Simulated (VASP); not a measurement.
## SiC: relaxation of cell and atoms with PBEsol

SiC:

```
CELL_PARAMETERS angstrom
3.07600 0.00000 0.00000
-1.53800 2.66389 0.00000
0.00000 0.00000 5.04800
ATOMIC_POSITIONS crystal
Si 0.66667 0.33333 0.50000
Si 0.33333 0.66667 0.00000
C 0.66667 0.33333 0.88500
C 0.33333 0.66667 0.38500
```

```json
{
 "Program": "VASP 6.6.1",
 "Task": "relaxation of cell and atoms",
 "Functional": "PBEsol",
 "Potentials or basis": "VASP PAW PBE potentials, release 64 (Si, C)",
 "Cutoff": "600 eV",
 "k mesh": "10 × 10 × 5",
 "Occupations": "fermi-dirac, width 0.05 eV",
 "Spin": "no spin polarisation",
 "Target pressure": "5 GPa",
 "Dipole correction": "no",
 "Further INCAR settings": "ALGO = Normal; EDIFF = 1e-06; IBRION = 2; EDIFFG = -0.005; NSW = 80; ISIF = 3"
}
```

```json
{
  "Relaxed volume": "10.13 Å³/atom",
  "Relaxed cell": "a = 3.055 Å, b = 3.055 Å, c = 5.013 Å, α = 90.00°, β = 90.00°, γ = 120.00°",
  "Space group after relaxing (to 0.1 Å)": "P6_3mc (No. 186)",
  "Energy change on relaxing (the run minimises the enthalpy)": "-5.6 meV/atom",
  "Ionic steps": "8",
  "Pressure after relaxing": "5.0 GPa",
  "Band gap on the k mesh": "2.24 eV (least direct gap 3.89 eV)"
}
```

Step by step:
```csv
step,energy change (eV),largest force (eV/Å),pressure (GPa),volume (Å³)
1,0.0000,0.7510,0.48,41.36
2,0.0562,0.7728,10.76,39.64
3,-0.0181,0.0953,5.25,40.47
4,-0.0175,0.0794,5.35,40.45
5,-0.0218,0.0116,5.15,40.49
6,-0.0217,0.0034,5.16,40.49
7,-0.0234,0.0033,4.85,40.54
8,-0.0226,0.0001,4.99,40.52
```

Final structure:
```yaml
crystal:
  lattice:
    - [3.05504, 0.00000, 0.00000]
    - [-1.52752, 2.64574, 0.00000]
    - [0.00000, 0.00000, 5.01261]
  atoms:
    - { symbol: Si, position: [0.66667, 0.33333, 0.50460] }
    - { symbol: Si, position: [0.33333, 0.66667, 0.00460] }
    - { symbol: C, position: [0.66667, 0.33333, 0.88040] }
    - { symbol: C, position: [0.33333, 0.66667, 0.38040] }
```

Levels at points of the mesh, in eV from the valence-band top:
```tsv
k point	band 6	band 7	band 8	band 9	band 10	band 11
(0.00, 0.00, 0.00)	-0.11	0.00	0.00	4.91	6.37	6.72
(0.50, 0.00, 0.00)	-3.40	-3.39	-1.20	2.69	4.14	6.96
```

Run time: 49 s on 1 thread of AMD EPYC 9R45 96-Core Processor (Zen 5), with other jobs on the host, peak memory 0.15 GiB.

Caveat: the cell is relaxed towards a set pressure, so the run minimises the enthalpy, not the energy; the PAW data sets were made with another functional, which shifts forces and pressure a little. A k mesh can miss the band edges.
